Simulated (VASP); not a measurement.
# Ag (Fm-3m) in VASP: further runs

Ag is run at these levels: PBEsol; tasks: single point, relaxation of cell and atoms.

Everything below comes from runs of VASP 6.6.1. Logs are shortened: lines on timing, memory, paths and dates and some standing lists are left out, and cuts for length are marked.

## 1. The cell of the first run

It takes space group Fm-3m (No. 225, cubic). Conventional cell: a = 4.054 Å, b = 4.054 Å, c = 4.054 Å, α = 90.00°, β = 90.00°, γ = 90.00°. Ag (site symmetry m-3m) has 12 Ag at 2.87 Å within 3.8 Å.

## 2. Single point, PBEsol

Input file INCAR:

```
SYSTEM = Ag
ALGO = Normal ; EDIFF = 1E-6
ENCUT = 500 ; GGA = PS
GGA_COMPAT = .FALSE. ; ISIF = 2
ISMEAR = -1 ; LASPH = .TRUE.
LCHARG = .TRUE. ; LELF = .TRUE.
LREAL = .FALSE. ; LVHAR = .TRUE.
LWAVE = .FALSE. ; NBANDS = 12
NELM = 120 ; PREC = Accurate
SIGMA = 0.05
```

Input file KPOINTS:

```
k-points
0
G
  18 18 18
  0 0 0
```

Input file POSCAR:

```
Ag
1.0
    0.0000000000      2.0272072078      2.0272072078
    2.0272072078      0.0000000000      2.0272072078
    2.0272072078      2.0272072078      0.0000000000
Ag
1
Direct
    0.0000000000      0.0000000000      0.0000000000
```

Potentials or basis: VASP PAW PBE potentials, release 64 (Ag).

Command:

```
> cat potpaw_PBE.64/Ag/POTCAR > POTCAR
> mpirun -np 1 vasp_std > vasp.out
```

OUTCAR:

```text
SYSTEM = Ag
   EDIFF = 1E-6
   ENCUT = 500
   GGA = PS
   ISIF = 2
   ISMEAR = -1
   LASPH = .TRUE.
   LREAL = .FALSE.
   NELM = 120
   PREC = Accurate

 ion  position               nearest neighbor table
   1  0.000  0.000  0.000-

  LATTYP: Found a face centered cubic cell.
 ALAT       =     4.0544144156

  Lattice vectors:

 A1 = (   0.0000000000,   2.0272072078,   2.0272072078)
 A2 = (   2.0272072078,   0.0000000000,   2.0272072078)
 A3 = (   2.0272072078,   2.0272072078,   0.0000000000)

Analysis of symmetry for initial positions (statically):
=====================================================================
 Subroutine PRICEL returns:
 Original cell was already a primitive cell.

 Routine SETGRP: Setting up the symmetry group for a
 face centered cubic supercell.

 Subroutine GETGRP returns: Found 48 space group operations
 (whereof 48 operations were pure point group operations)
 out of a pool of 48 trial point group operations.

The static configuration has the point symmetry O_h .

Analysis of symmetry for dynamics (positions and initial velocities):
=====================================================================
 Subroutine PRICEL returns:
 Original cell was already a primitive cell.

 Routine SETGRP: Setting up the symmetry group for a
 face centered cubic supercell.

 Subroutine GETGRP returns: Found 48 space group operations
 (whereof 48 operations were pure point group operations)
 out of a pool of 48 trial point group operations.

The dynamic configuration has the point symmetry O_h .

 Subroutine INISYM returns: Found 48 space group operations
 (whereof 48 operations are pure point group operations),
 and found     1 'primitive' translations

----------------------------------------------------------------------------------------

                                     Primitive cell

  volume of cell :      16.6619

  direct lattice vectors                    reciprocal lattice vectors
     0.000000000  2.027207208  2.027207208    -0.246644743  0.246644743  0.246644743
     2.027207208  0.000000000  2.027207208     0.246644743 -0.246644743  0.246644743
     2.027207208  2.027207208  0.000000000     0.246644743  0.246644743 -0.246644743

  length of vectors
     2.866903927  2.866903927  2.866903927     0.427201226  0.427201226  0.427201226

  position of ions in fractional coordinates (direct lattice)
     0.000000000  0.000000000  0.000000000

  ion indices of the primitive-cell ions
   primitive index   ion index
                 1           1

----------------------------------------------------------------------------------------

 KPOINTS: k-points

Automatic generation of k-mesh.
 Grid dimensions read from file:
 generate k-points for:   18   18   18

 Generating k-lattice:

  Cartesian coordinates                     Fractional coordinates (reciprocal lattice)
    -0.013702486  0.013702486  0.013702486     0.055555556  0.000000000  0.000000000
     0.013702486 -0.013702486  0.013702486     0.000000000  0.055555556  0.000000000
     0.013702486  0.013702486 -0.013702486     0.000000000  0.000000000  0.055555556

  Length of vectors
     0.023733401  0.023733401  0.023733401

  Shift w.r.t. Gamma in fractional coordinates (k-lattice)
     0.000000000  0.000000000  0.000000000

 Subroutine IBZKPT returns following result:
 ===========================================

 Found    195 irreducible k-points:

 Following reciprocal coordinates:
            Coordinates               Weight
  0.000000  0.000000  0.000000      1.000000
  0.055556  0.000000  0.000000      8.000000
  0.111111  0.000000  0.000000      8.000000
  0.166667  0.000000  0.000000      8.000000
  0.222222  0.000000  0.000000      8.000000
  0.277778  0.000000  0.000000      8.000000
[... 16 lines left out ...]
 -0.277778  0.055556  0.000000     24.000000
 -0.222222  0.055556  0.000000     24.000000
 [... further k-points ...]
   k-points           NKPTS =    195   k-points in BZ     NKDIM =    195   number of bands    NBANDS=     12
   number of dos      NEDOS =    301   number of ions     NIONS =      1
   total plane-waves  NPLWV =  13824
   dimension x,y,z NGX =    24 NGY =   24 NGZ =   24
   dimension x,y,z NGXF=    48 NGYF=   48 NGZF=   48
   ions per type =               1
   NGX,Y,Z   is equivalent  to a cutoff of  13.92, 13.92, 13.92 a.u.
   NGXF,Y,Z  is equivalent  to a cutoff of  27.83, 27.83, 27.83 a.u.
 SYSTEM =  Ag
   PREC   = accura    normal or accurate (medium, high low for compatibility)
   ISTART =      0    job   : 0-new  1-cont  2-samecut
   ICHARG =      2    charge: 1-file 2-atom 10-const
   ISPIN  =      1    spin polarized calculation?
   LNONCOLLINEAR =      F non collinear calculations
   LSORBIT =      F    spin-orbit coupling
   LASPH  =      T    aspherical Exc in radial PAW
   ENCUT  =  500.0 eV  36.75 Ry    6.06 a.u.   5.23  5.23  5.23*2*pi/ulx,y,z
   NELM   =    120;   NELMIN=  2; NELMDL= -5     # of ELM steps
   EDIFF  = 0.1E-05   stopping-criterion for ELM
   LREAL  =      F    real-space projection
   EDIFFG = 0.1E-04   stopping-criterion for IOM
   NSW    =      0    number of steps for IOM
   IBRION =     -1    ionic relax: 0-MD 1-quasi-New 2-CG
   NFREE  =      0    steps in history (QN), initial steepest desc. (CG)
   ISIF   =      2    stress and relaxation
   ISYM   =      2    0-nonsym 1-usesym 2-fastsym
   POTIM  = 0.5000    time-step for ionic-motion
   TEBEG  =    0.0;   TEEND  =   0.0 temperature during run
   PSTRESS=    0.0 pullay stress
   NELECT =      11.0000    total number of electrons
   NUPDOWN=      -1.0000    fix difference up-down
   EMIN   =  10.00;   EMAX   =-10.00  energy-range for DOS
   EFERMI =   0.00;   METHOD = LEGACY
   ISMEAR =    -1;   SIGMA  =   0.05  broadening in eV -4-tet -1-fermi 0-gaus
   EFERMI_NEDOS =   21; number of points for ismear=-14 and -15
   IALGO  =     38    algorithm
   IMIX   =      4    mixing-type and parameters
     AMIX     =   0.40;   BMIX     =  1.00
     AMIX_MAG =   1.60;   BMIX_MAG =  1.00
  volume/ion in A,a.u.               =      16.66       112.44
  Fermi-wavevector in a.u.,A,eV,Ry     =   1.425490  2.693786 27.647344  2.032022
  Thomas-Fermi vector in A             =   2.545869
   LORBIT       =      0    0 simple, 1 ext, 2 COOP (PROOUT), +10 PAW based schemes
   GGA     = PS    functional components
   LHFCALC =     F    Hartree Fock is set to
   AEXX    =    0.0000 exact exchange contribution
   IVDW    =     0    specifies the selected vdW correction
   LEPSILON=     F    determine dielectric tensor
   LRPA    =     F    only Hartree local field effects (RPA)
 non-spin polarized calculation
  energy-cutoff  :      500.00
  volume of cell :       16.66
 maximum number of plane-waves:       444
 NGX is ok and might be reduce to    24
   NGX = 11   NGY = 11   NGZ = 11

 number of electron      11.0000001 magnetization

 Free energy of the ion-electron system (eV)
  ---------------------------------------------------
  ext. energy  EPLUGINS =         0.00000000
  ---------------------------------------------------
  free energy    TOTEN  =        -3.31240379 eV

  energy without entropy =       -3.31078405  energy(sigma->0) =       -3.31159392

 E-fermi :   8.5114     XC(G=0): -12.5500

 val. band max:        8.4632659766   @ k =   0.5000   0.1667   0.0556
 cond. band min:       8.6538389323   @ k =   0.5000   0.3333   0.1111
 fundamental gap:      0.1905729557
 Fermi energy:         8.5114307932

 k-point     1 :       0.0000    0.0000    0.0000
  band No.  band energies     occupation
      1       0.5532      2.00000
      2       3.7016      2.00000
      3       3.7016      2.00000
      4       3.7016      2.00000
      5       4.7920      2.00000
      6       4.7920      2.00000
      7      24.5893      0.00000
      8      28.2985      0.00000
      9      28.2985      0.00000
     10      28.2985      0.00000
     11      33.1766      0.00000
     12      34.4569      0.00000

 k-point     2 :       0.0556    0.0000    0.0000
  band No.  band energies     occupation
      1       0.6518      2.00000
      2       3.6774      2.00000
      3       3.7298      2.00000
      4       3.7298      2.00000
      5       4.7808      2.00000
      6       4.7808      2.00000
      7      24.6203      0.00000
      8      27.4584      0.00000
      9      28.3472      0.00000
     10      28.3472      0.00000
     11      33.3423      0.00000
     12      34.3255      0.00000

 k-point     3 :       0.1111    0.0000    0.0000
  band No.  band energies     occupation
      1       0.9372      2.00000
      2       3.6202      2.00000
      3       3.8032      2.00000
      4       3.8032      2.00000
      5       4.7586      2.00000
      6       4.7586      2.00000
      7      24.4322      0.00000
      8      26.0146      0.00000
      9      28.4693      0.00000
     10      28.4693      0.00000
     11      32.4923      0.00000
     12      33.8828      0.00000

 k-point     4 :       0.1667    0.0000    0.0000
  band No.  band energies     occupation
      1       1.3661      2.00000
      2       3.5859      2.00000
      3       3.8851      2.00000
      4       3.8851      2.00000
      5       4.7620      2.00000
      6       4.7620      2.00000
      7      22.9920      0.00000
      8      25.5261      0.00000
      9      28.5884      0.00000
     10      28.5884      0.00000
     11      31.7069      0.00000
     12      33.1466      0.00000

 k-point     5 :       0.2222    0.0000    0.0000
  band No.  band energies     occupation
      1       1.8176      2.00000
      2       3.7103      2.00000
      3       3.9205      2.00000
      4       3.9205      2.00000
      5       4.8429      2.00000
      6       4.8429      2.00000
      7      20.9165      0.00000
      8      25.3672      0.00000
      9      28.5676      0.00000
     10      28.5676      0.00000
     11      31.5042      0.00000
     12      32.3721      0.00000
[... 228 lines left out ...]
      1       2.1275      2.00000
      2       3.7025      2.00000
      3       3.7638      2.00000
      4       5.2747      2.00000
      5       5.4012      2.00000
      6       7.0156      2.00000
      7      14.1210      0.00000
      8      23.9412      0.00000
      9      25.9705      0.00000
     10      27.2889      0.00000
     11      31.7271      0.00000
     12      31.9966      0.00000

 k-point    22 :      -0.3333    0.0556    0.0000
  band No.  band energies     occupation
      1       2.1835      2.00000
      2       3.7734      2.00000
      3       3.8282      2.00000
      4       4.9108      2.00000
      5       5.1791      2.00000
      6       6.0275      2.00000
      7      16.0215      0.00000
      8      24.2198      0.00000
      9      26.3131      0.00000
     10      28.2387      0.00000
     11      31.4996      0.00000
     12      31.6390      0.00000

 k-point    23 :      -0.2778    0.0556    0.0000
  band No.  band energies     occupation
      1       2.1902      2.00000
      2       3.8376      2.00000
      3       3.9047      2.00000
      4       4.2904      2.00000
      5       4.9384      2.00000
      6       5.4392      2.00000
      7      18.1041      0.00000
      8      24.5629      0.00000
      9      26.8393      0.00000
     10      29.3400      0.00000
     11      31.0238      0.00000
     12      31.2743      0.00000

 k-point    24 :      -0.2222    0.0556    0.0000
  band No.  band energies     occupation
      1       2.0150      2.00000
      2       3.6849      2.00000
      3       3.9581      2.00000
      4       3.9676      2.00000
      5       4.7384      2.00000
      6       5.1173      2.00000
      7      20.2622      0.00000
      8      24.8847      0.00000
      9      27.3845      0.00000
     10      30.0301      0.00000
     11      30.5002      0.00000
     12      31.5477      0.00000

 [... further k-points ...]
[... 5 lines left out ...]
  --------------------------------------------------------------------------------------
  -------------------------------------------------------------------------------------
  Total       -0.0187868     -0.0187868     -0.0187868     -0.0000000      0.0000000      0.0000000
  in kB       -1.8065003     -1.8065003     -1.8065003     -0.0000000      0.0000000      0.0000000
  external PRESSURE =      -1.8065003 kB  Pullay stress =       0.0000000 kB

 VOLUME and BASIS-vectors are now :
 -----------------------------------------------------------------------------
  energy-cutoff  :      500.00
  volume of cell :       16.66
      direct lattice vectors                 reciprocal lattice vectors
     0.000000000  2.027207208  2.027207208    -0.246644743  0.246644743  0.246644743
     2.027207208  0.000000000  2.027207208     0.246644743 -0.246644743  0.246644743
     2.027207208  2.027207208  0.000000000     0.246644743  0.246644743 -0.246644743

 POSITION                                       TOTAL-FORCE (eV/Angst)
 -----------------------------------------------------------------------------------
      0.00000      0.00000      0.00000         0.000000      0.000000      0.000000
 -----------------------------------------------------------------------------------
    total drift:                               -0.000000      0.000000      0.000000

  FREE ENERGIE OF THE ION-ELECTRON SYSTEM (eV)
  ---------------------------------------------------
  free  energy   TOTEN  =        -3.3124037883 eV

  energy  without entropy=       -3.3107840467  energy(sigma->0) =       -3.31159392
```

Run time: 44 s. Hardware: 1 thread of Intel Xeon 8259CL, shared host; peak memory 0.17 GiB.

Results:

* Free energy: -3.3124 eV
* Pressure: -0.2 GPa

Caveat: the PAW data sets were made with another functional, which shifts forces and pressure a little.

## 3. Relaxation of cell and atoms, PBEsol

This run uses another cell than the first one, of 17.05 Å³/atom, 1.023 times its volume.

Input file INCAR:

```
SYSTEM = Ag
ALGO = Normal
EDIFF = 1E-7
EDIFFG = -0.005
ENCUT = 500
GGA = PS
GGA_COMPAT = .FALSE.
IBRION = 2
ISIF = 3
ISMEAR = -1
LASPH = .TRUE.
LCHARG = .FALSE.
LREAL = .FALSE.
LWAVE = .FALSE.
NELM = 120
NELMIN = 4
NSW = 60
PREC = Accurate
SIGMA = 0.05
```

KPOINTS is that of step 2.

Input file POSCAR:

```
Ag
1.0
    0.0000000000      2.0428264039      2.0428264039
    2.0428264039      0.0000000000      2.0428264039
    2.0428264039      2.0428264039      0.0000000000
Ag
1
Direct
    0.0000000000      0.0000000000      0.0000000000
```

Potentials or basis: VASP PAW PBE potentials, release 64 (Ag).

Command:

```
> cat potpaw_PBE.64/Ag/POTCAR > POTCAR
> mpirun -np 1 vasp_std > vasp.out
```

Wall time 80 s (1 thread of Intel Xeon 8259CL, shared host); peak memory 0.17 GiB.

Results (log left out):

| Property | Result |
| --- | --- |
| Free energy | -3.3126 eV |
| Relaxed volume | 16.63 Å³/atom |
| Relaxed cell | a = 2.865 Å, b = 2.865 Å, c = 2.865 Å, α = 60.00°, β = 60.00°, γ = 60.00° |
| Space group after relaxing (to 0.05 Å) | Fm-3m (No. 225) |
| Energy gained by relaxing | 3.6 meV/atom |
| Ionic steps | 3 |
| Pressure after relaxing | 0.0 GPa |

The path:
| step | energy change (eV) | largest force (eV/Å) | pressure (GPa) | volume (Å³) |
| --- | --- | --- | --- | --- |
| 1 | 0.0000 | 0.0000 | -2.73 | 17.05 |
| 2 | -0.0017 | 0.0000 | 2.20 | 16.34 |
| 3 | -0.0036 | 0.0000 | 0.00 | 16.63 |

Final structure:
```
Ag
1.0
     0.00000    2.02607    2.02607
     2.02607    0.00000    2.02607
     2.02607    2.02607    0.00000
Ag
1
Direct
  0.00000 0.00000 0.00000
```

Levels at points of the mesh, in eV from the Fermi level:
```tsv
k point	band 3	band 4	band 5	band 6	band 7	band 8	band 9
(0.00, 0.00, 0.00)	-4.82	-4.82	-3.72	-3.72	16.08	19.80	19.80
(0.50, 0.00, 0.00)	-4.84	-2.89	-2.89	-0.48	3.77	15.32	18.11
(0.50, 0.50, 0.00)	-2.92	-2.67	-2.67	1.56	6.96	10.77	10.77
```

Caveat: the PAW data sets were made with another functional, which shifts forces and pressure a little.
